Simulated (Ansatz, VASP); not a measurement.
## Cd in VASP and in Ansatz

Contents of INCAR:

```
SYSTEM = Cd
PREC = Accurate
ENCUT = 520
EDIFF = 1E-8
ISMEAR = -1
SIGMA = 0.05
LREAL = .FALSE.
LASPH = .TRUE.
NELM = 60
ALGO = Normal
ISIF = 2
LWAVE = .FALSE.
LCHARG = .FALSE.
GGA = CA
LEFG = .TRUE.
NBANDS = 19
```

The input KPOINTS:

```
regular mesh
0
G
  14 14 7
  0 0 0
```

Contents of POSCAR:

```
Cd
1.0
    2.9788725081      0.0000000000      0.0000000000
   -1.4894362540      2.5797792666      0.0000000000
    0.0000000000      0.0000000000      5.6176500000
Cd
2
Direct
    0.3333333333      0.6666666667      0.2500000000
    0.6666666667      0.3333333333      0.7500000000
```

Input for Ansatz:

```yaml
crystal:
  lattice:
    - [2.9788725081, 0.0, 0.0]
    - [-1.489436254, 2.5797792666, 0.0]
    - [0.0, 0.0, 5.61765]
  atoms:
    - { symbol: Cd, position: [0.3333333333, 0.6666666667, 0.25] }
    - { symbol: Cd, position: [0.6666666667, 0.3333333333, 0.75] }
kpoints:
  mp_grid: { grid: [14, 14, 7] }
  band_path:
    path:
      - [0.0, 0.0, 0.0]
      - [0.5, 0.0, 0.0]
      - [0.3333333333, 0.3333333333, 0.0]
      - [0.0, 0.0, 0.0]
      - [0.0, 0.0, 0.5]
      - [0.5, 0.0, 0.5]
      - [0.3333333333, 0.3333333333, 0.5]
      - [0.0, 0.0, 0.5]
      - [0.5, 0.0, 0.5]
    npoints: 5
scf:
  occupations: { method: fermi_dirac, width: 0.05 }
hamiltonian:
  xc: lda
  pseudopotentials: { kind: paw }
output:
  forces: true
  stress: true
  eigenvalues: true
  efg: { contact_densities: true }
```

Alike in both runs: task electric field gradients; functional LDA; k mesh 14 × 14 × 7; occupations fermi-dirac, width 0.05 eV; no spin polarisation.

|  | VASP | Ansatz |
| --- | --- | --- |
| version | VASP 6.6.1 | Ansatz 0.2.0 |
| potentials or method | VASP PAW LDA potentials, release 64 (Cd) | PAW with Ansatz's default frozen-core files, scalar-relativistic |
| plane-wave cutoff (eV) | 520 | 420 |
| valence electrons in the cell | 24 | 40 |

Ansatz gave:

* pressure (GPa): -4.3
* traceless stress, the component that is largest in VASP (GPa): 0.76
* size of Vzz on the site where it differs most (V/Å²): 74.2

What did VASP give for the same quantities?

Pressure (GPa): -3.8; traceless stress, the component that is largest in VASP (GPa): 0.52; size of Vzz on the site where it differs most (V/Å²): 83.6.

LDA's correlation is that of Perdew and Zunger in VASP and of Perdew and Wang (1992) in Ansatz. VASP's potentials hold 24 valence electrons a cell and Ansatz's 40, so a difference there can come from the potentials and not from the codes.
